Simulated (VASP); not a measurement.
# HfC (I4mm) in VASP: a series of runs

HfC is run at these levels: PBEsol; tasks: single point.

Everything below comes from runs of VASP 6.6.1. Logs are shortened: lines on timing, memory, paths and dates and some standing lists are left out, and cuts for length are marked.

## (1) The cell of the first run

It takes space group I4mm (No. 107, tetragonal). Conventional cell: a = 3.288 Å, b = 3.288 Å, c = 4.650 Å, α = 90.00°, β = 90.00°, γ = 90.00°. Hf (site symmetry 4mm) has 6 C at 2.05 to 2.60 Å within 2.7 Å. Within 2.7 Å of C (site symmetry 4mm) lie 6 Hf at 2.05 to 2.60 Å.

## (2) Single point, PBEsol (shortest bond scaled by 0.88)

The input, INCAR:

```
  PREC = Accurate
  ENCUT = 520
  EDIFF = 1E-6
  ISMEAR = -1
  SIGMA = 0.05
  LREAL = False
  LASPH = True
  NELM = 100
  ALGO = Normal
  ISIF = 2
  LWAVE = False
  LCHARG = True
  GGA = PS
  LELF = True
  LVHAR = True
  NBANDS = 14
```

The input, KPOINTS:

```
Automatic mesh
0
Gamma
  11 11 11
```

The input, POSCAR:

```
HfC
1.0
    0.0000000000      2.3250000000      2.3250000000
    2.3250000000      0.0000000000      2.3250000000
    2.3250000000      2.3250000000      0.0000000000
Hf C
1 1
Direct
    0.4700000000      0.4700000000      0.5300000000
    0.0300000000      0.0300000000     -0.0300000000
```

Potentials or basis: VASP PAW PBE potentials, release 64 (Hf_pv, C).

The run is started by

```
cat potpaw_PBE.64/Hf_pv/POTCAR potpaw_PBE.64/C/POTCAR > POTCAR
mpirun -np 1 vasp_std > vasp.out
```

OUTCAR:

```text
PREC = Accurate
   ENCUT = 520
   EDIFF = 1E-6
   ISMEAR = -1
   LREAL = False
   LASPH = True
   NELM = 100
   ISIF = 2
   GGA = PS

 ion  position               nearest neighbor table
   1  0.470  0.470  0.530-   2 2.05   2 2.34   2 2.34   2 2.34   2 2.34   2 2.60
   2  0.030  0.030  0.970-   1 2.05   1 2.34   1 2.34   1 2.34   1 2.34   1 2.60

  LATTYP: Found a face centered cubic cell.
 ALAT       =     4.6500000000

  Lattice vectors:

 A1 = (   0.0000000000,   2.3250000000,   2.3250000000)
 A2 = (   2.3250000000,   0.0000000000,   2.3250000000)
 A3 = (   2.3250000000,   2.3250000000,   0.0000000000)

Analysis of symmetry for initial positions (statically):
=====================================================================
 Subroutine PRICEL returns:
 Original cell was already a primitive cell.

 Routine SETGRP: Setting up the symmetry group for a
 face centered cubic supercell.

 Subroutine GETGRP returns: Found  8 space group operations
 (whereof  8 operations were pure point group operations)
 out of a pool of 48 trial point group operations.

The static configuration has the point symmetry C_4v.

Analysis of symmetry for dynamics (positions and initial velocities):
=====================================================================
 Subroutine PRICEL returns:
 Original cell was already a primitive cell.

 Routine SETGRP: Setting up the symmetry group for a
 face centered cubic supercell.

 Subroutine GETGRP returns: Found  8 space group operations
 (whereof  8 operations were pure point group operations)
 out of a pool of 48 trial point group operations.

The dynamic configuration has the point symmetry C_4v.

 Subroutine INISYM returns: Found  8 space group operations
 (whereof  8 operations are pure point group operations),
 and found     1 'primitive' translations

----------------------------------------------------------------------------------------

                                     Primitive cell

  volume of cell :      25.1362

  direct lattice vectors                    reciprocal lattice vectors
     0.000000000  2.325000000  2.325000000    -0.215053763  0.215053763  0.215053763
     2.325000000  0.000000000  2.325000000     0.215053763 -0.215053763  0.215053763
     2.325000000  2.325000000  0.000000000     0.215053763  0.215053763 -0.215053763

  length of vectors
     3.288046533  3.288046533  3.288046533     0.372484045  0.372484045  0.372484045

  position of ions in fractional coordinates (direct lattice)
     0.470000000  0.470000000  0.530000000
[... 88 lines left out ...]
   PSTRESS=    0.0 pullay stress
   NELECT =      14.0000    total number of electrons
   NUPDOWN=      -1.0000    fix difference up-down
   EMIN   =  10.00;   EMAX   =-10.00  energy-range for DOS
   EFERMI =   0.00;   METHOD = LEGACY
   ISMEAR =    -1;   SIGMA  =   0.05  broadening in eV -4-tet -1-fermi 0-gaus
   EFERMI_NEDOS =   21; number of points for ismear=-14 and -15
   IALGO  =     38    algorithm
   IMIX   =      4    mixing-type and parameters
     AMIX     =   0.40;   BMIX     =  1.00
     AMIX_MAG =   1.60;   BMIX_MAG =  1.00
  volume/ion in A,a.u.               =      12.57        84.81
  Fermi-wavevector in a.u.,A,eV,Ry     =   1.346949  2.545365 24.684672  1.814272
  Thomas-Fermi vector in A             =   2.474740
   LORBIT       =      0    0 simple, 1 ext, 2 COOP (PROOUT), +10 PAW based schemes
   GGA     = PS    functional components
   LHFCALC =     F    Hartree Fock is set to
   AEXX    =    0.0000 exact exchange contribution
   IVDW    =     0    specifies the selected vdW correction
   LEPSILON=     F    determine dielectric tensor
   LRPA    =     F    only Hartree local field effects (RPA)
 non-spin polarized calculation
  energy-cutoff  :      520.00
  volume of cell :       25.14
 maximum number of plane-waves:       690
   NGX = 13   NGY = 13   NGZ = 13

 number of electron      14.0000002 magnetization

 Free energy of the ion-electron system (eV)
  ---------------------------------------------------
  ext. energy  EPLUGINS =         0.00000000
  ---------------------------------------------------
  free energy    TOTEN  =       -21.84937495 eV

  energy without entropy =      -21.84814206  energy(sigma->0) =      -21.84875850

 E-fermi :   5.8102     XC(G=0): -12.3897

 val. band max:        5.7273459921   @ k =   0.0909   0.0000   0.0000
 cond. band min:       5.8807092996   @ k =   0.3636   0.2727   0.0000
 fundamental gap:      0.1533633076
 Fermi energy:         5.8101855533

 k-point     1 :       0.0000    0.0000    0.0000
  band No.  band energies     occupation
      1     -23.7063      2.00000
      2     -23.6842      2.00000
      3     -23.6842      2.00000
      4      -6.4280      2.00000
      5       5.3510      1.99979
      6       5.3510      1.99979
      7       5.6541      1.91564
      8       7.1627      0.00000
      9       8.8826      0.00000
     10       8.8826      0.00000
     11       9.1944      0.00000
     12      10.9426      0.00000
     13      12.4758      0.00000
     14      16.5812      0.00000
[... 377 lines left out ...]
      1     -23.9851      2.00000
      2     -23.7597      2.00000
      3     -23.7120      2.00000
      4      -5.2195      2.00000
      5       2.8733      2.00000
      6       4.1386      2.00000
      7       4.2591      2.00000
      8       7.7287      0.00000
      9       9.1549      0.00000
     10       9.4500      0.00000
     11      11.7254      0.00000
     12      14.3944      0.00000
     13      14.8884      0.00000
     14      19.4759      0.00000

 [... further k-points ...]

------------------------ aborting loop because EDIFF is reached ----------------------------------------

  FORCE on cell =-STRESS in cart. coord.  units (eV):
  Direction    XX          YY          ZZ          XY          YZ          ZX
  --------------------------------------------------------------------------------------
  -------------------------------------------------------------------------------------
  Total       -1.2451845     -1.2451845      2.8246355      0.0000000     -0.0000000      0.0000000
  in kB      -79.3680001    -79.3680001    180.0421225      0.0000000     -0.0000000      0.0000000
  external PRESSURE =       7.1020408 kB  Pullay stress =       0.0000000 kB

 VOLUME and BASIS-vectors are now :
 -----------------------------------------------------------------------------
  energy-cutoff  :      520.00
  volume of cell :       25.14
      direct lattice vectors                 reciprocal lattice vectors
     0.000000000  2.325000000  2.325000000    -0.215053763  0.215053763  0.215053763
     2.325000000  0.000000000  2.325000000     0.215053763 -0.215053763  0.215053763
     2.325000000  2.325000000  0.000000000     0.215053763  0.215053763 -0.215053763

 POSITION                                       TOTAL-FORCE (eV/Angst)
 -----------------------------------------------------------------------------------
      2.32500      2.32500      2.18550         0.000000      0.000000      2.844503
      2.32500      2.32500      0.13950         0.000000      0.000000     -2.844503
 -----------------------------------------------------------------------------------
    total drift:                                0.000000      0.000000     -0.000924

  FREE ENERGIE OF THE ION-ELECTRON SYSTEM (eV)
  ---------------------------------------------------
  free  energy   TOTEN  =       -21.8493749498 eV

  energy  without entropy=      -21.8481420587  energy(sigma->0) =      -21.84875850
```

stdout:

```text
POSCAR found type information on POSCAR HfC
 POSCAR found :  2 types and       2 ions
 scaLAPACK will be used
 -----------------------------------------------------------------------------
|                                                                             |
|                                                                             |
|     You enforced a specific xc type in the INCAR file but a different       |
|     I HOPE YOU KNOW WHAT YOU ARE DOING!                                     |
|                                                                             |
 -----------------------------------------------------------------------------

 LDA part: xc-table for (Slater+PW92), standard interpolation
 POSCAR, INCAR and KPOINTS ok, starting setup
 FFT: planning ... GRIDC
 FFT: planning ... GRID_SOFT
 FFT: planning ... GRID
 WAVECAR not read
 entering main loop
```

Run time: 51 s. Hardware: 1 thread of Intel Xeon 8259CL, shared host; peak memory 0.18 GiB.

What came out:

- Free energy: -21.8494 eV
- Pressure: 0.7 GPa
- Largest force: 2.845 eV/Å
- Band gap on the k mesh: zero (bands 7 and 8 overlap by 0.84 eV)

Forces on the atoms (eV/Å):
```
Hf   0.000  0.000  2.845
C    0.000  0.000 -2.845
```

Stress tensor (GPa, compression positive):
```
-7.94  0.00  0.00
 0.00 -7.94  0.00
 0.00  0.00 18.00
```

Caveat: the cell differs from its parent crystal (shortest bond scaled by 0.88); the PAW data sets were made with another functional, which shifts forces and pressure a little; spin-orbit coupling is left out, which moves the levels of the heavy elements.

## (3) Single point, PBEsol (shortest bond scaled by 0.76)

The input, INCAR:

```
ALGO = Normal
EDIFF = 1E-6
ENCUT = 520
GGA = PS
ISIF = 2
ISMEAR = -1
LASPH = T
LCHARG = F
LREAL = F
LWAVE = F
NBANDS = 14
NELM = 100
PREC = Accurate
SIGMA = 0.05
```

The input, KPOINTS:

```
k-points
0
Gamma
  11 11 11
```

The input, POSCAR:

```
HfC
1.0
    0.0000000000      2.3250000000      2.3250000000
    2.3250000000      0.0000000000      2.3250000000
    2.3250000000      2.3250000000      0.0000000000
Hf C
1 1
Direct
    0.4400000000      0.4400000000      0.5600000000
    0.0600000000      0.0600000000     -0.0600000000
```

Potentials or basis: VASP PAW PBE potentials, release 64 (Hf_pv, C).

The run is started by

```
cat potpaw_PBE.64/Hf_pv/POTCAR potpaw_PBE.64/C/POTCAR > POTCAR
mpirun -np 1 vasp_std > vasp.out
```

Run time: 48 s. Hardware: 1 thread of Intel Xeon 8259CL, shared host; peak memory 0.17 GiB.

Results (log left out):

```
Free energy            : -20.1065 eV
Pressure               : 30.0 GPa
Largest force          : 11.051 eV/Å
Band gap on the k mesh : zero (bands 7 and 8 overlap by 0.57 eV)
```

Forces in eV/Å, atoms in the order of the input:
```
Hf    0.000   0.000  11.051
C     0.000   0.000 -11.051
```

Stress tensor (GPa, compression positive):
```
 -8.74   0.00   0.00
  0.00  -8.74   0.00
  0.00   0.00 107.58
```

Levels at points of the mesh, in eV from the Fermi level:
| k point | band 4 | band 5 | band 6 | band 7 | band 8 | band 9 | band 10 | band 11 |
| --- | --- | --- | --- | --- | --- | --- | --- | --- |
| (0.00, 0.00, 0.00) | -11.84 | -1.77 | -1.77 | -1.20 | 1.68 | 3.73 | 5.45 | 5.45 |

Caveat: the cell differs from its parent crystal (shortest bond scaled by 0.76); the cell stands under pressure; the PAW data sets were made with another functional, which shifts forces and pressure a little; spin-orbit coupling is left out, which moves the levels of the heavy elements.

## (4) Single point, PBEsol (shortest bond scaled by 0.7)

The input, INCAR:

```
SYSTEM = HfC
ALGO = Normal ; EDIFF = 1E-7
ENCUT = 520 ; GGA = PS
ISIF = 2 ; ISMEAR = -1
LASPH = .TRUE. ; LCHARG = .FALSE.
LREAL = .FALSE. ; LWAVE = .FALSE.
NBANDS = 14 ; NELM = 80
PREC = Accurate ; SIGMA = 0.05
```

The input, KPOINTS:

```
k-points
0
G
  11 11 11
  0 0 0
```

The input, POSCAR:

```
HfC
1.0
    0.0000000000      2.3250000000      2.3250000000
    2.3250000000      0.0000000000      2.3250000000
    2.3250000000      2.3250000000      0.0000000000
Hf C
1 1
Direct
    0.4250000000      0.4250000000      0.5750000000
    0.0750000000      0.0750000000     -0.0750000000
```

The run is started by

```
cat potpaw_PBE.64/Hf_pv/POTCAR potpaw_PBE.64/C/POTCAR > POTCAR
mpirun -np 1 vasp_std > vasp.out
```

Wall time 55 s (1 thread of Intel Xeon 8259CL, shared host); peak memory 0.17 GiB.

Results (log left out):

- Free energy: -18.0335 eV
- Pressure: 56.1 GPa
- Largest force: 19.365 eV/Å
- Band gap on the k mesh: zero (bands 7 and 8 overlap by 1.21 eV)

Forces on the atoms (eV/Å):
```
Hf    0.000   0.000  19.365
C     0.000   0.000 -19.365
```

Stress tensor (GPa, compression positive):
```
 -8.20   0.00   0.00
  0.00  -8.20   0.00
  0.00   0.00 184.66
```

Levels at points of the mesh, in eV from the Fermi level:
```
           k point  band 4  band 5  band 6  band 7  band 8  band 9  band 10  band 11
(0.00, 0.00, 0.00)  -11.69   -2.60   -2.60   -1.55    1.74    3.79     5.81     6.62
```

Caveat: the cell differs from its parent crystal (shortest bond scaled by 0.7); the cell stands under pressure; the PAW data sets were made with another functional, which shifts forces and pressure a little; spin-orbit coupling is left out, which moves the levels of the heavy elements.

(Continued in part 2 of 2.)
